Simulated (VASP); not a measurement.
# AlN (Cm) in VASP: notebook

AlN is run at these levels: PBE; tasks: single point.

Everything below comes from runs of VASP 6.6.1. Logs are shortened: lines on timing, memory, paths and dates and some standing lists are left out, and cuts for length are marked.

## (1) The cell of the first run

It takes space group Cm (No. 8, monoclinic). The conventional cell has a = 5.393 Å, b = 3.114 Å, c = 15.280 Å, α = 90.00°, β = 93.37°, γ = 90.00°. Al (site symmetry m) has 4 N at 1.91 Å within 2.5 Å. Al (site symmetry m) has 4 N at 1.91 Å within 2.5 Å. Al (site symmetry m) has 4 N at 1.91 Å within 2.5 Å. Al (site symmetry m) has 4 N at 1.91 Å within 2.5 Å. Al (site symmetry m) has 4 N at 1.91 Å within 2.5 Å. Al (site symmetry m) has 4 N at 1.91 to 2.11 Å within 2.5 Å. Within 2.5 Å of N (site symmetry m) lie 4 Al at 1.91 Å. N (site symmetry m) has 4 Al at 1.91 Å within 2.5 Å.

## (2) Single point, PBE (the part above a cut slid along it)

File INCAR:

```
SYSTEM = AlN
ALGO     = Normal         ! electronic algorithm
EDIFF    = 1E-6           ! SCF threshold, eV
ENCUT    = 520            ! plane-wave cutoff, eV
GGA      = PE             ! functional
ISIF     = 2              ! what is computed and relaxed
ISMEAR   = 0              ! smearing method
LASPH    = .True.         ! aspherical terms in the spheres
LCHARG   = .False.        ! write CHGCAR
LREAL    = .False.        ! projectors in reciprocal space
LWAVE    = .False.        ! write WAVECAR
NBANDS   = 36             ! bands
NELM     = 80             ! most SCF steps
PREC     = Accurate       ! precision mode
SIGMA    = 0.05           ! smearing width, eV
```

File KPOINTS:

```
k-points
0
Gamma
  8 8 2
  0 0 0
```

File POSCAR:

```
AlN
1.0
    2.2015871003     -2.2015871003      0.0000000000
    2.2015871003      0.0000000000     -2.2015871003
    9.5403575404      8.4393438316      8.4393438316
Al N
6 6
Direct
    0.9340201400     -0.0659798600      0.3958000000
    0.2951368067      0.2951368067      0.2291333333
    0.5729034733      0.5729034733      0.5624666667
    0.8506701400      0.8506701400      0.8958000000
    0.2117868067      0.2117868067      0.7291333333
    0.6562534733      0.6562534733      0.0624666667
    0.5937409733      0.5937409733      0.4374666667
    0.9548576400     -0.0451423600      0.2708000000
    0.2326243067      0.2326243067      0.6041333333
    0.5103909733      0.5103909733      0.9374666667
   -0.1284923600     -0.1284923600      0.7708000000
    0.3159743067      0.3159743067      0.1041333333
```

Potentials or basis: VASP PAW PBE potentials, release 64 (Al, N).

On the command line:

```console
> cat potpaw_PBE.64/Al/POTCAR potpaw_PBE.64/N/POTCAR > POTCAR
> mpirun -np 1 vasp_std > vasp.out
```

OUTCAR:

```text
SYSTEM = AlN
   EDIFF = 1E-6
   ENCUT = 520
   GGA = PE
   ISIF = 2
   ISMEAR = 0
   LASPH = .True.
   LREAL = .False.
   NELM = 80
   PREC = Accurate

 ion  position               nearest neighbor table
   1  0.934  0.934  0.396-   8 1.91   7 1.91   7 1.91   7 1.91   3 3.11   3 3.11   2 3.11   2 3.11
                             3 3.11   2 3.11
   2  0.295  0.295  0.229-  12 1.91   8 1.91   8 1.91   8 1.91   6 3.11   6 3.11   6 3.11   1 3.11
                             1 3.11   1 3.11
   3  0.573  0.573  0.562-   9 1.91   9 1.91   9 1.91   7 1.91   5 3.11   5 3.11   5 3.11   1 3.11
                             1 3.11   1 3.11
   4  0.851  0.851  0.896-  11 1.91  10 1.91  10 1.91  10 1.91   6 2.70   5 3.11   5 3.11   5 3.11

   5  0.212  0.212  0.729-   9 1.91  11 1.91  11 1.91  11 1.91   3 3.11   3 3.11   3 3.11   4 3.11
                             4 3.11   4 3.11
   6  0.656  0.656  0.062-  12 1.91  12 1.91  12 1.91  10 2.11   4 2.70   2 3.11   2 3.11   2 3.11

   7  0.594  0.594  0.437-   3 1.91   1 1.91   1 1.91   1 1.91
   8  0.955  0.955  0.271-   1 1.91   2 1.91   2 1.91   2 1.91
   9  0.233  0.233  0.604-   3 1.91   3 1.91   3 1.91   5 1.91
  10  0.510  0.510  0.937-   4 1.91   4 1.91   4 1.91   6 2.11
  11  0.872  0.872  0.771-   4 1.91   5 1.91   5 1.91   5 1.91
  12  0.316  0.316  0.104-   6 1.91   6 1.91   6 1.91   2 1.91

  LATTYP: Found a base centered monoclinic cell.
 ALAT       =     5.3927650200
 B/A-ratio  =     0.5773502692
 C/A-ratio  =     2.8333352943
 COS(beta)  =    -0.0588352534

  Lattice vectors:

 A1 = (  -2.2015871003,   2.2015871003,   0.0000000000)
 A2 = (  -2.2015871003,   0.0000000000,   2.2015871003)
 A3 = (   9.5403575404,   8.4393438316,   8.4393438316)

Analysis of symmetry for initial positions (statically):
=====================================================================
 Subroutine PRICEL returns:
 Original cell was already a primitive cell.

 Routine SETGRP: Setting up the symmetry group for a
 base centered monoclinic supercell.

 Subroutine GETGRP returns: Found  2 space group operations
 (whereof  2 operations were pure point group operations)
 out of a pool of  4 trial point group operations.

The static configuration has the point symmetry C_1h.

Analysis of symmetry for dynamics (positions and initial velocities):
=====================================================================
 Subroutine PRICEL returns:
 Original cell was already a primitive cell.

 Routine SETGRP: Setting up the symmetry group for a
 base centered monoclinic supercell.

 Subroutine GETGRP returns: Found  2 space group operations
 (whereof  2 operations were pure point group operations)
 out of a pool of  4 trial point group operations.

The dynamic configuration has the point symmetry C_1h.

 Subroutine INISYM returns: Found  2 space group operations
 (whereof  2 operations are pure point group operations),
 and found     1 'primitive' translations

----------------------------------------------------------------------------------------

                                     Primitive cell

  volume of cell :     128.0527

  direct lattice vectors                    reciprocal lattice vectors
     2.201587100 -2.201587100  0.000000000     0.145096084 -0.309121694  0.145096084
     2.201587100  0.000000000 -2.201587100     0.145096084  0.145096084 -0.309121694
     9.540357540  8.439343832  8.439343832     0.037851481  0.037851481  0.037851481

  length of vectors
     3.113514336  3.113514336 15.279511465     0.371028259  0.371028259  0.065560689

  position of ions in fractional coordinates (direct lattice)
     0.934020140  0.934020140  0.395800000
     0.295136807  0.295136807  0.229133333
     0.572903473  0.572903473  0.562466667
     0.850670140  0.850670140  0.895800000
     0.211786807  0.211786807  0.729133333
     0.656253473  0.656253473  0.062466667
     0.593740973  0.593740973  0.437466667
     0.954857640  0.954857640  0.270800000
     0.232624307  0.232624307  0.604133333
     0.510390973  0.510390973  0.937466667
[... 62 lines left out ...]
     36      17.0557      0.00000

 k-point     3 :       0.2500    0.0000    0.0000
  band No.  band energies     occupation
      1      -8.3476      2.00000
      2      -8.0359      2.00000
      3      -7.9285      2.00000
      4      -7.2428      2.00000
      5      -7.1079      2.00000
      6      -6.6569      2.00000
[... 28 lines left out ...]
     35      15.9201      0.00000
     36      16.4731      0.00000

 k-point     4 :       0.3750    0.0000    0.0000
  band No.  band energies     occupation
      1      -7.6241      2.00000
      2      -7.4204      2.00000
      3      -7.2191      2.00000
      4      -6.8912      2.00000
      5      -6.6323      2.00000
      6      -6.4150      2.00000
[... 28 lines left out ...]
     35      15.4891      0.00000
     36      15.5714      0.00000

 k-point     5 :       0.5000    0.0000    0.0000
  band No.  band energies     occupation
      1      -7.2086      2.00000
      2      -7.0016      2.00000
      3      -6.9153      2.00000
      4      -6.6691      2.00000
      5      -6.5741      2.00000
      6      -6.3377      2.00000
[... 655 lines left out ...]
 k-point    22 :       0.0000    0.0000    0.5000
  band No.  band energies     occupation
      1      -9.0312      2.00000
      2      -8.9241      2.00000
      3      -8.2599      2.00000
      4      -8.2143      2.00000
      5      -7.3040      2.00000
      6      -7.2057      2.00000
[... 28 lines left out ...]
     35      16.6904      0.00000
     36      16.8604      0.00000

 k-point    23 :       0.1250    0.0000    0.5000
  band No.  band energies     occupation
      1      -8.8388      2.00000
      2      -8.7289      2.00000
      3      -8.0994      2.00000
      4      -8.0319      2.00000
      5      -7.1791      2.00000
      6      -7.0744      2.00000
[... 28 lines left out ...]
     35      16.6294      0.00000
     36      17.0500      0.00000

 k-point    24 :       0.2500    0.0000    0.5000
  band No.  band energies     occupation
      1      -8.3079      2.00000
      2      -8.1854      2.00000
      3      -7.6687      2.00000
      4      -7.5413      2.00000
      5      -6.8737      2.00000
      6      -6.7429      2.00000
[... 28 lines left out ...]
     35      16.0072      0.00000
     36      16.4129      0.00000

 [... further k-points ...]
[... 5 lines left out ...]
  --------------------------------------------------------------------------------------
  -------------------------------------------------------------------------------------
  Total       -4.9655889      1.7148337      1.7148337      0.1531219      3.4365770      0.1531218
  in kB      -62.1287306     21.4557516     21.4557516      1.9158389     42.9979554      1.9158380
  external PRESSURE =      -6.4057425 kB  Pullay stress =       0.0000000 kB

 VOLUME and BASIS-vectors are now :
 -----------------------------------------------------------------------------
  energy-cutoff  :      520.00
  volume of cell :      128.05
      direct lattice vectors                 reciprocal lattice vectors
     2.201587100 -2.201587100  0.000000000     0.145096084 -0.309121694  0.145096084
     2.201587100  0.000000000 -2.201587100     0.145096084  0.145096084 -0.309121694
     9.540357540  8.439343832  8.439343832     0.037851481  0.037851481  0.037851481

 POSITION                                       TOTAL-FORCE (eV/Angst)
 -----------------------------------------------------------------------------------
      7.88873      1.28397      1.28397         0.022614      0.028302      0.028302
      3.48555      1.28397      1.28397         0.019265      0.110371      0.110371
      7.88873      3.48555      3.48555         0.025941      0.026975      0.026975
     12.29190      5.68714      5.68714        -0.208953     -0.605447     -0.605447
      7.88873      5.68714      5.68714         0.020694      0.036366      0.036366
      3.48555     -0.91762     -0.91762        -1.143449      0.502355      0.502355
      6.78793      2.38476      2.38476        -0.026857     -0.025377     -0.025377
      6.78793      0.18317      0.18317        -0.038323     -0.013121     -0.013121
      6.78793      4.58635      4.58635        -0.021560     -0.029164     -0.029164
     11.19111      6.78793      6.78793         1.486162     -0.443579     -0.443579
     11.19111      4.58635      4.58635         0.010484     -0.064919     -0.064919
      2.38476      0.18317      0.18317        -0.146018      0.477238      0.477238
 -----------------------------------------------------------------------------------
    total drift:                               -0.002360     -0.000450     -0.000450

  FREE ENERGIE OF THE ION-ELECTRON SYSTEM (eV)
  ---------------------------------------------------
  free  energy   TOTEN  =       -88.1253194497 eV

  energy  without entropy=      -88.1253194497  energy(sigma->0) =      -88.12531945
```

It took 4.6 min on 1 thread of AMD EPYC 7R13, shared host; peak memory 0.32 GiB.

Results:

```yaml
Free_energy: -88.1253 eV
Pressure: -0.6 GPa
Largest_force: 1.613 eV/Å
Band_gap_on_the_k_mesh: 2.81 eV (least direct gap 3.07 eV)
```

Forces in eV/Å, atoms in the order of the input:
```
Al   0.023  0.028  0.028
Al   0.019  0.110  0.110
Al   0.026  0.027  0.027
Al  -0.209 -0.605 -0.605
Al   0.021  0.036  0.036
Al  -1.143  0.502  0.502
N   -0.027 -0.025 -0.025
N   -0.038 -0.013 -0.013
N   -0.022 -0.029 -0.029
N    1.486 -0.444 -0.444
N    0.010 -0.065 -0.065
N   -0.146  0.477  0.477
```

Levels at points of the mesh, in eV from the valence-band top:
| k point | band 21 | band 22 | band 23 | band 24 | band 25 | band 26 | band 27 | band 28 |
| --- | --- | --- | --- | --- | --- | --- | --- | --- |
| (0.00, 0.00, 0.00) | -0.42 | -0.38 | -0.33 | 0.00 | 3.36 | 4.68 | 5.04 | 6.23 |
| (0.50, 0.00, 0.00) | -1.35 | -1.15 | -0.92 | -0.26 | 2.81 | 4.08 | 4.22 | 5.80 |
| (0.50, 0.50, 0.00) | -1.19 | -1.11 | -0.92 | -0.84 | 3.03 | 4.00 | 4.32 | 5.81 |
| (0.00, 0.00, 0.50) | -0.46 | -0.38 | -0.33 | -0.21 | 3.66 | 4.13 | 5.58 | 5.84 |
| (0.50, 0.00, 0.50) | -1.20 | -1.14 | -0.91 | -0.35 | 3.12 | 3.31 | 5.03 | 5.42 |
| (0.50, 0.50, 0.50) | -1.39 | -1.00 | -0.90 | -0.90 | 3.30 | 3.44 | 4.92 | 5.39 |

Caveat: the cell differs from its parent crystal (the part above a cut slid along it); the stress differs along the axes, from -6 to 2 GPa; forces of over 1 eV/Å act on the atoms, so gaps and moduli don't describe the material at rest. A k mesh can miss the band edges.

## (3) Single point, PBE (the part above a cut slid along it)

File INCAR:

```
  PREC = Accurate
  ENCUT = 520
  EDIFF = 1E-6
  ISMEAR = 0
  SIGMA = 0.05
  LREAL = F
  LASPH = T
  NELM = 80
  ALGO = Normal
  ISIF = 2
  LWAVE = F
  LCHARG = F
  GGA = PE
  NBANDS = 36
```

File KPOINTS:

```
regular mesh
0
Gamma
  8 8 2
```

File POSCAR:

```
AlN
1.0
    2.2015871003     -2.2015871003      0.0000000000
    2.2015871003      0.0000000000     -2.2015871003
   11.0079355015      7.7055548510      7.7055548510
Al N
6 6
Direct
    0.8021000000     -0.1979000000      0.3958000000
    0.2187666667      0.2187666667      0.2291333333
    0.3854333333      0.3854333333      0.5624666667
    0.5521000000      0.5521000000      0.8958000000
   -0.0312333333     -0.0312333333      0.7291333333
    0.6354333333      0.6354333333      0.0624666667
    0.4479333333      0.4479333333      0.4374666667
    0.8646000000     -0.1354000000      0.2708000000
    0.0312666667      0.0312666667      0.6041333333
    0.1979333333      0.1979333333      0.9374666667
   -0.3854000000     -0.3854000000      0.7708000000
    0.2812666667      0.2812666667      0.1041333333
```

Potentials or basis: VASP PAW PBE potentials, release 64 (Al, N).

On the command line:

```console
> cat potpaw_PBE.64/Al/POTCAR potpaw_PBE.64/N/POTCAR > POTCAR
> mpirun -np 1 vasp_std > vasp.out
```

Run time: 5.6 min. Hardware: 1 thread of AMD EPYC 7R13, shared host; peak memory 0.32 GiB.

Results (log left out):

```yaml
Free_energy: -87.7600 eV
Pressure: -1.4 GPa
Largest_force: 0.873 eV/Å
Band_gap_on_the_k_mesh: 2.99 eV (least direct gap 3.31 eV)
```

Forces in eV/Å, atoms in the order of the input:
```
Al   0.036  0.034  0.034
Al   0.170  0.058  0.058
Al   0.035  0.035  0.035
Al  -0.785 -0.270 -0.270
Al   0.047  0.039  0.039
Al   0.092 -0.216 -0.216
N   -0.032 -0.035 -0.035
N   -0.029 -0.031 -0.031
N   -0.036 -0.034 -0.034
N   -0.281  0.470  0.470
N   -0.041 -0.062 -0.062
N    0.824  0.011  0.011
```

Stress tensor (GPa, compression positive):
```
 4.02  1.67  1.67
 1.67 -4.10  2.32
 1.67  2.32 -4.10
```

Levels at points of the mesh, in eV from the valence-band top:
```csv
k point,band 20,band 21,band 22,band 23,band 24,band 25,band 26,band 27,band 28,band 29
"(0.00, 0.00, 0.00)",-0.43,-0.40,-0.31,-0.28,0.00,3.31,4.68,5.09,6.28,6.42
"(0.50, 0.00, 0.00)",-1.45,-1.28,-1.10,-0.85,-0.33,3.14,3.89,4.38,5.74,6.13
"(0.50, 0.50, 0.00)",-1.25,-1.18,-1.13,-0.82,-0.57,3.35,3.41,4.52,5.67,5.93
"(0.00, 0.00, 0.50)",-0.49,-0.46,-0.34,-0.31,-0.21,3.59,4.17,5.61,5.88,6.63
"(0.50, 0.00, 0.50)",-1.39,-1.14,-1.03,-0.84,-0.36,3.25,3.57,4.78,5.34,6.59
"(0.50, 0.50, 0.50)",-1.53,-1.53,-1.00,-0.87,-0.43,2.99,3.98,4.46,5.07,6.78
```

Caveat: the cell differs from its parent crystal (the part above a cut slid along it); the stress differs along the axes, from -4 to 4 GPa. A k mesh can miss the band edges.

## (4) Single point, PBE (the part above a cut slid along it)

File INCAR:

```
ALGO = Normal ; EDIFF = 1E-7
ENCUT = 520 ; GGA = PE
ISIF = 2 ; ISMEAR = 0
LASPH = True ; LCHARG = False
LREAL = False ; LWAVE = False
NBANDS = 36 ; NELM = 60
PREC = Accurate ; SIGMA = 0.05
```

File KPOINTS:

```
k-points
0
Gamma
  8 8 2
```

File POSCAR:

```
AlN
1.0
    2.2015871003     -2.2015871003      0.0000000000
    2.2015871003      0.0000000000     -2.2015871003
   12.4755134626      6.9717658705      6.9717658705
Al N
6 6
Direct
    0.6701798600     -0.3298201400      0.3958000000
    0.1423965267      0.1423965267      0.2291333333
    0.1979631933      0.1979631933      0.5624666667
    0.2535298600      0.2535298600      0.8958000000
   -0.2742534733     -0.2742534733      0.7291333333
    0.6146131933      0.6146131933      0.0624666667
    0.3021256933      0.3021256933      0.4374666667
    0.7743423600     -0.2256576400      0.2708000000
   -0.1700909733     -0.1700909733      0.6041333333
   -0.1145243067     -0.1145243067      0.9374666667
   -0.6423076400     -0.6423076400      0.7708000000
    0.2465590267      0.2465590267      0.1041333333
```

On the command line:

```console
> cat potpaw_PBE.64/Al/POTCAR potpaw_PBE.64/N/POTCAR > POTCAR
> mpirun -np 1 vasp_std > vasp.out
```

It took 5.2 min on 1 thread of AMD EPYC 7R13, shared host; peak memory 0.33 GiB.

The run converged. Its results:

```
Free energy            : -88.4947 eV
Pressure               : -1.4 GPa
Largest force          : 1.216 eV/Å
Band gap on the k mesh : 3.07 eV (least direct gap 3.44 eV)
```

Forces on the atoms (eV/Å):
```
Al   0.029  0.025  0.025
Al   0.036  0.047  0.047
Al   0.027  0.026  0.026
Al  -0.052 -0.181 -0.181
Al   0.035  0.027  0.027
Al   0.524 -0.776 -0.776
N   -0.026 -0.026 -0.026
N   -0.012 -0.032 -0.032
N   -0.030 -0.025 -0.025
N   -0.398  0.801  0.801
N   -0.092 -0.008 -0.008
N   -0.041  0.120  0.120
```

Stress tensor (GPa, compression positive):
```
-1.00  1.79  1.79
 1.79 -1.61 -2.55
 1.79 -2.55 -1.61
```

Levels at points of the mesh, in eV from the valence-band top:
| k point | band 22 | band 23 | band 24 | band 25 | band 26 | band 27 |
| --- | --- | --- | --- | --- | --- | --- |
| (0.00, 0.00, 0.00) | -0.23 | -0.07 | 0.00 | 3.63 | 4.99 | 5.21 |
| (0.50, 0.00, 0.00) | -1.02 | -0.80 | -0.69 | 3.50 | 3.72 | 5.48 |
| (0.50, 0.50, 0.00) | -1.03 | -0.66 | -0.37 | 3.07 | 4.32 | 4.38 |
| (0.00, 0.00, 0.50) | -0.24 | -0.18 | -0.08 | 4.01 | 4.28 | 5.85 |
| (0.50, 0.00, 0.50) | -1.00 | -0.79 | -0.58 | 3.21 | 4.41 | 4.63 |
| (0.50, 0.50, 0.50) | -0.82 | -0.73 | -0.48 | 3.41 | 3.47 | 5.45 |

Caveat: the cell differs from its parent crystal (the part above a cut slid along it); forces of over 1 eV/Å act on the atoms, so gaps and moduli don't describe the material at rest.

## (5) The runs side by side

```csv
cell,gap on the mesh (eV),pressure (GPa),largest force (eV/Å)
"a = 3.114, b = 3.114, c = 15.280 Å, angles 87.1, 87.1, 60.0°, 12 atoms",2.81,-0.6,1.61
"a = 3.114, b = 3.114, c = 15.490 Å, angles 81.3, 81.3, 60.0°, 12 atoms",2.99,-1.4,0.87
"a = 3.114, b = 3.114, c = 15.901 Å, angles 75.8, 75.8, 60.0°, 12 atoms",3.07,-1.4,1.22
```

Alike in all rows: task single point; level PBE; potentials or basis VASP PAW PBE potentials, release 64 (Al, N); no spin polarisation; k mesh 8 × 8 × 2; cutoff (eV) 520; smearing gaussian 0.05 eV.

Caveats: forces of over 1 eV/Å act on the atoms, so gaps and moduli don't describe the material at rest (at least some runs); the stress differs along the axes, from -6 to 2 GPa (at least some runs); the stress differs along the axes, from -4 to 4 GPa (at least some runs).

Total energies depend on the potentials used, so only differences within one code and one set of settings carry meaning.
